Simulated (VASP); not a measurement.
Here is a VASP 6.6.1 calculation.

File INCAR:

```
PREC = Accurate
ENCUT = 520
EDIFF = 1E-6
ISMEAR = 0
SIGMA = 0.1
LREAL = F
LASPH = T
NELM = 60
ALGO = Normal
ISIF = 2
LWAVE = F
LCHARG = F
LDIPOL = T
IDIPOL = 3
DIPOL = 0.5 0.5 0.300
GGA = PE
NBANDS = 32
```

Contents of KPOINTS:

```
regular mesh
0
Gamma
  6 6 1
```

Contents of POSCAR:

```
Al6H
1.0
    5.7143028096      0.0000000000      0.0000000000
   -2.8571514048      4.9487313980      0.0000000000
    0.0000000000      0.0000000000     22.6016424997
Al H
12 2
Direct
    0.3333333333      0.1666666667      0.1769782882
    0.3333333333      0.6666666667      0.1769782882
    0.8333333333      0.1666666667      0.1769782882
    0.8333333333      0.6666666667      0.1769782882
    0.1666666667      0.3333333333      0.2787817902
    0.1666666667      0.8333333333      0.2787817902
    0.6666666667      0.3333333333      0.2787817902
    0.6666666667      0.8333333333      0.2787817902
    0.0000000000      0.0000000000      0.3805759913
    0.0000000000      0.5000000000      0.3805759913
    0.5000000000      0.0000000000      0.3805759913
    0.5000000000      0.5000000000      0.3805759913
    0.2529210739      0.1666666667      0.4288025748
    0.4137455928      0.1666666667      0.4288025748
```

Potentials or basis: VASP PAW PBE potentials, release 64 (Al, H).

Launch:

```bash
$ cat potpaw_PBE.64/Al/POTCAR potpaw_PBE.64/H/POTCAR > POTCAR
$ mpirun -np 1 vasp_std > vasp.out
```

(1) Predict the largest force.

(2) Predict the band gap on the k mesh.

## Answers

(1) 1.879 eV/Å.

(2) zero (bands 19 and 20 overlap by 0.96 eV).
